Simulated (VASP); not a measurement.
Here is a VASP 6.6.1 calculation.

The input INCAR:

```
ALGO = Normal
EDIFF = 1E-7
ENCUT = 520
GGA = PE
ISIF = 2
ISMEAR = 0
ISPIN = 2
LASPH = True
LCHARG = False
LMAXMIX = 4
LORBIT = 11
LREAL = Auto
LWAVE = False
MAGMOM = 0 0 0 1 0 0 0 0 0 0 0 0 0 0 0 0
NBANDS = 68
NELM = 150
PREC = Accurate
SIGMA = 0.1
```

File KPOINTS:

```
k-points
0
Gamma
  4 4 4
```

POSCAR

```
Rb2ZnRhC6N6
1.0
    0.0000000000      5.0945000000      5.0945000000
    5.0945000000      0.0000000000      5.0945000000
    5.0945000000      5.0945000000      0.0000000000
Rb Zn Rh C N
2 1 1 6 6
Direct
    0.2500000000      0.2500000000      0.2500000000
    0.7500000000      0.7500000000      0.7500000000
    0.0000000000      0.0000000000      0.0000000000
    0.5000000000      0.5000000000      0.5000000000
    0.8118559200      0.1881440800      0.1881440800
    0.1881440800      0.8118559200      0.1881440800
    0.1881440800      0.1881440800      0.8118559200
    0.1881440800      0.8118559200      0.8118559200
    0.8118559200      0.1881440800      0.8118559200
    0.8118559200      0.8118559200      0.1881440800
    0.6970262000      0.3029738000      0.3029738000
    0.3029738000      0.6970262000      0.3029738000
    0.3029738000      0.3029738000      0.6970262000
    0.3029738000      0.6970262000      0.6970262000
    0.6970262000      0.3029738000      0.6970262000
    0.6970262000      0.6970262000      0.3029738000
```

Potentials or basis: VASP PAW PBE potentials, release 64 (Rb_sv, Zn, Rh_pv, C, N).

Launch:

```bash
$ cat potpaw_PBE.64/Rb_sv/POTCAR potpaw_PBE.64/Zn/POTCAR potpaw_PBE.64/Rh_pv/POTCAR potpaw_PBE.64/C/POTCAR potpaw_PBE.64/N/POTCAR > POTCAR
$ mpirun -np 1 vasp_std > vasp.out
```

**Question.** Estimate the pressure.

**Answer.** 14.8 GPa.

**Question.** Estimate the site moments.

**Answer.** Rb -0.00; Zn -0.00; Rh -0.72; C -0.00; N -0.04 μB.

**Question.** What does it give for the net moment?

**Answer.** -1.00 μB per cell.

Forces in eV/Å, atoms in the order of the input:
```
Rb   0.000  0.000  0.000
Rb   0.000  0.000  0.000
Zn   0.000  0.000  0.000
Rh   0.000  0.000  0.000
C    2.574  0.000  0.000
C    0.000  2.574  0.000
C    0.000  0.000  2.574
C   -2.574  0.000  0.000
C    0.000 -2.574  0.000
C    0.000  0.000 -2.574
N   -0.082  0.000  0.000
N    0.000 -0.082  0.000
N    0.000  0.000 -0.082
N    0.082  0.000  0.000
N    0.000  0.082  0.000
N    0.000  0.000  0.082
```

Caveat: the cell stands under pressure; forces of over 1 eV/Å act on the atoms, so gaps and moduli don't describe the material at rest.
